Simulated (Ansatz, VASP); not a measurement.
Al2Cl in VASP and in Ansatz

```
Al Cl
1.0
     0.00000    4.05922    4.05922
     4.05922    0.00000    4.05922
     4.05922    4.05922    0.00000
Al Cl
4 2
Cartesian
  1.0148 1.0148 1.0148
  1.0148 3.0444 3.0444
  3.0444 1.0148 3.0444
  3.0444 3.0444 1.0148
  4.0592 4.0592 4.0592
  6.0888 6.0888 6.0888
```

Change from the starting cell: species swapped into the ZrNi2 type (Fd-3m, No. 227).

Alike in both runs: task single point; functional PBE; k mesh 4 × 4 × 4; occupations gaussian, width 0.1 eV; no spin polarisation.

|  | VASP | Ansatz |
| --- | --- | --- |
| version | VASP 6.6.1 | Ansatz 0.2.0 |
| potentials or method | VASP PAW PBE potentials, release 64 (Al, Cl), cutoff 520 eV | scalar-relativistic, plane waves, PAW |
| valence electrons in the cell | 26 | 26 |

```tsv
	VASP	Ansatz	Ansatz less VASP
gap on the k mesh at the Fermi level (eV)	none	none	-
pressure (GPa)	-0.8	-0.8	+0.04
```

A gap of «none» marks a metal or a gap that the smearing closes.
